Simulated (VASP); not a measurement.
# Cs (Fmmm) in VASP: a series of runs, part 2 of 2

VASP 6.6.1.

## (5) Single point, PBE (strain -0.0300 x Voigt [0, 0, 0, 0, 1, 0])

Contents of INCAR:

```
PREC     = Accurate       # precision mode
ENCUT    = 520            # plane-wave cutoff, eV
EDIFF    = 1E-7           # SCF threshold, eV
ISMEAR   = 0              # smearing method
SIGMA    = 0.15           # smearing width, eV
LREAL    = F              # projectors in reciprocal space
LASPH    = T              # aspherical terms in the spheres
NELM     = 80             # most SCF steps
ALGO     = Fast           # electronic algorithm
ISIF     = 2              # what is computed and relaxed
LWAVE    = F              # write WAVECAR
LCHARG   = F              # write CHGCAR
GGA      = PE             # functional
NBANDS   = 10             # bands
```

Contents of KPOINTS:

```
Automatic mesh
0
Gamma
  12 12 12
```

Contents of POSCAR:

```
Cs
1.0
   -3.0678375000      3.0225000000      3.0678375000
    2.9771625000     -3.0225000000      2.9771625000
    3.0678375000      3.0225000000     -3.0678375000
Cs
1
Direct
    0.0000000000      0.0000000000      0.0000000000
```

Potentials or basis: VASP PAW PBE potentials, release 64 (Cs_sv).

Launch:

```sh
$ cat potpaw_PBE.64/Cs_sv/POTCAR > POTCAR
$ mpirun -np 1 vasp_std > vasp.out
```

OUTCAR:

```text
PREC = Accurate
   ENCUT = 520
   EDIFF = 1E-7
   ISMEAR = 0
   LREAL = F
   LASPH = T
   NELM = 80
   ISIF = 2
   GGA = PE

 ion  position               nearest neighbor table
   1  0.000  0.000  0.000-

  LATTYP: Found a face centered orthorhombic cell.
 ALAT       =     6.0450000000
 B/A-ratio  =     1.3930003589
 C/A-ratio  =     1.4354267658

  Lattice vectors:

 A1 = (   6.0450000000,   0.0000000000,  -0.0906750000)
 A2 = (   3.0678375000,   3.0225000000,  -3.0678375000)
 A3 = (   2.9771625000,   3.0225000000,   2.9771625000)

Analysis of symmetry for initial positions (statically):
=====================================================================
 Subroutine PRICEL returns:
 Original cell was already a primitive cell.

 Routine SETGRP: Setting up the symmetry group for a
 face centered orthorhombic supercell.

 Subroutine GETGRP returns: Found  8 space group operations
 (whereof  8 operations were pure point group operations)
 out of a pool of  8 trial point group operations.

The static configuration has the point symmetry D_2h.

Analysis of symmetry for dynamics (positions and initial velocities):
=====================================================================
 Subroutine PRICEL returns:
 Original cell was already a primitive cell.

 Routine SETGRP: Setting up the symmetry group for a
 face centered orthorhombic supercell.

 Subroutine GETGRP returns: Found  8 space group operations
 (whereof  8 operations were pure point group operations)
 out of a pool of  8 trial point group operations.

The dynamic configuration has the point symmetry D_2h.

 Subroutine INISYM returns: Found  8 space group operations
 (whereof  8 operations are pure point group operations),
 and found     1 'primitive' translations

----------------------------------------------------------------------------------------

[... 114 lines left out ...]
   LORBIT       =      0    0 simple, 1 ext, 2 COOP (PROOUT), +10 PAW based schemes
   GGA     = PE    functional components
   LHFCALC =     F    Hartree Fock is set to
   AEXX    =    0.0000 exact exchange contribution
   IVDW    =     0    specifies the selected vdW correction
   LEPSILON=     F    determine dielectric tensor
   LRPA    =     F    only Hartree local field effects (RPA)
 non-spin polarized calculation
 RMM-DIIS sequential band-by-band and
 Gauss-broadening in eV      SIGMA  =   0.15
  energy-cutoff  :      520.00
  volume of cell :      110.42
 maximum number of plane-waves:      3000
   NGX = 19   NGY = 19   NGZ = 19

 number of electron       8.9999999 magnetization

 Free energy of the ion-electron system (eV)
  ---------------------------------------------------
  ext. energy  EPLUGINS =         0.00000000
  ---------------------------------------------------
  free energy    TOTEN  =        -0.85431399 eV

  energy without entropy =       -0.83810362  energy(sigma->0) =       -0.84620881

 E-fermi :   0.5577     XC(G=0):  -5.5100

 val. band max:        0.5566567905   @ k =   0.0833   0.3333   0.0833
 cond. band min:       0.5586649498   @ k =   0.5000  -0.0000   0.2500
 fundamental gap:      0.0020081593
 Fermi energy:         0.5576896054

 k-point     1 :       0.0000    0.0000    0.0000
  band No.  band energies     occupation
      1     -23.2790      2.00000
      2     -10.0186      2.00000
      3     -10.0151      2.00000
      4     -10.0120      2.00000
      5      -1.1618      2.00000
      6       3.0096      0.00000
      7       3.0616      0.00000
      8       3.1403      0.00000
      9       3.9633      0.00000
     10       3.9770      0.00000
[... 287 lines left out ...]
 k-point    24 :       0.4167    0.1667    0.0000
  band No.  band energies     occupation
      1     -23.2702      2.00000
      2     -10.1597      2.00000
      3     -10.0804      2.00000
      4     -10.0307      2.00000
      5       0.8309      0.01001
      6       1.4494      0.00000
      7       2.0593      0.00000
      8       3.6201      0.00000
      9       4.3764      0.00000
     10       4.7886      0.00000

 [... further k-points ...]

------------------------ aborting loop because EDIFF is reached ----------------------------------------

  FORCE on cell =-STRESS in cart. coord.  units (eV):
  Direction    XX          YY          ZZ          XY          YZ          ZX
  --------------------------------------------------------------------------------------
  -------------------------------------------------------------------------------------
  Total        0.0801797      0.0817794      0.0801797     -0.0000000     -0.0000000      0.0312099
  in kB        1.1633596      1.1865695      1.1633596     -0.0000000     -0.0000000      0.4528367
  external PRESSURE =       1.1710962 kB  Pullay stress =       0.0000000 kB

 VOLUME and BASIS-vectors are now :
 -----------------------------------------------------------------------------
  energy-cutoff  :      520.00
  volume of cell :      110.42
      direct lattice vectors                 reciprocal lattice vectors
    -3.067837500  3.022500000  3.067837500     0.002481948  0.165425972  0.165463201
     2.977162500 -3.022500000  2.977162500     0.167945149  0.000000000  0.167945149
     3.067837500  3.022500000 -3.067837500     0.165463201  0.165425972  0.002481948

 POSITION                                       TOTAL-FORCE (eV/Angst)
 -----------------------------------------------------------------------------------
      0.00000      0.00000      0.00000        -0.000000     -0.000000      0.000000
 -----------------------------------------------------------------------------------
    total drift:                               -0.000000      0.000000      0.000000

  FREE ENERGIE OF THE ION-ELECTRON SYSTEM (eV)
  ---------------------------------------------------
  free  energy   TOTEN  =        -0.8543139935 eV

  energy  without entropy=       -0.8381036192  energy(sigma->0) =       -0.84620881
```

OSZICAR:

```text
N       E                     dE             d eps       ncg     rms          rms(c)
DAV:   1     0.523495114058E+02    0.52350E+02   -0.29311E+03  5600   0.626E+02
DAV:   2     0.420846344373E+01   -0.48141E+02   -0.46901E+02  7344   0.108E+02
DAV:   3    -0.783823635562E+00   -0.49923E+01   -0.49856E+01  6490   0.404E+01
DAV:   4    -0.852905534578E+00   -0.69082E-01   -0.69068E-01  7398   0.567E+00
DAV:   5    -0.853193062023E+00   -0.28753E-03   -0.28752E-03  7616   0.325E-01    0.132E-01
RMM:   6    -0.853425442192E+00   -0.23238E-03   -0.11209E-03  5878   0.171E-01    0.896E-02
RMM:   7    -0.854235747574E+00   -0.81031E-03   -0.38538E-03  6021   0.310E-01    0.385E-02
RMM:   8    -0.854312073439E+00   -0.76326E-04   -0.18802E-04  7267   0.871E-02    0.612E-03
RMM:   9    -0.854313810891E+00   -0.17375E-05   -0.40130E-05  7835   0.323E-02    0.197E-03
RMM:  10    -0.854313918719E+00   -0.10783E-06   -0.66255E-06  8268   0.136E-02    0.975E-04
RMM:  11    -0.854313852074E+00    0.66645E-07   -0.15756E-06  8523   0.592E-03    0.302E-04
RMM:  12    -0.854314016765E+00   -0.16469E-06   -0.27936E-07  6996   0.282E-03    0.119E-04
RMM:  13    -0.854313993467E+00    0.23298E-07   -0.59979E-08  5343   0.104E-03
   1 F= -.85431399E+00 E0= -.84620881E+00  d E =-.162104E-01
```

stdout:

```text
POSCAR found type information on POSCAR Cs
 POSCAR found :  1 types and       1 ions
 scaLAPACK will be used
 LDA part: xc-table for (Slater+PW92), standard interpolation
 POSCAR, INCAR and KPOINTS ok, starting setup
 FFT: planning ... GRIDC
 FFT: planning ... GRID_SOFT
 FFT: planning ... GRID
 WAVECAR not read
 entering main loop
```

It took 6.4 min on 1 thread of AMD EPYC 7R13, shared host; peak memory 0.42 GiB.

Results:

```yaml
Free_energy: -0.8543 eV
Pressure: 0.1 GPa
Band_gap_on_the_k_mesh: zero (an odd number of electrons rules out a gap without spin polarisation)
```

Caveat: the cell differs from its parent crystal (strain -0.0300 x Voigt [0, 0, 0, 0, 1, 0]); spin-orbit coupling is left out, which moves the levels of the heavy elements.

## (6) Summary

```tsv
cell	further INCAR settings	gap on the mesh (eV)	pressure (GPa)
a = 5.196, b = 5.274 Å, angles 109.5, 108.9, 109.5°, 1 atom	ALGO = Fast; EDIFF = 1e-07; NBANDS = 10	none	0.1
a = 5.222, b = 5.248 Å, angles 109.5, 109.3, 109.5°, 1 atom	ALGO = Fast; EDIFF = 1e-07; NBANDS = 10	none	0.1
a = 5.157, b = 5.314 Å, angles 109.5, 108.2, 109.5°, 1 atom	ALGO = Fast; EDIFF = 1e-06; NBANDS = 10	none	0.1
a = 5.288, b = 5.183 Å, angles 109.5, 110.3, 109.5°, 1 atom	ALGO = Fast; EDIFF = 1e-07; NBANDS = 10	none	0.1
```

Alike in all rows: task single point; level PBE; potentials or basis VASP PAW PBE potentials, release 64 (Cs_sv); no spin polarisation; k mesh 12 × 12 × 12; cutoff (eV) 520; smearing gaussian 0.15 eV.

Caveats: spin-orbit coupling is left out, which moves the levels of the heavy elements.

Total energies depend on the potentials used, so only differences within one code and one set of settings carry meaning.

The gap in the log of VASP goes by the Fermi energy; the results here count the filled bands.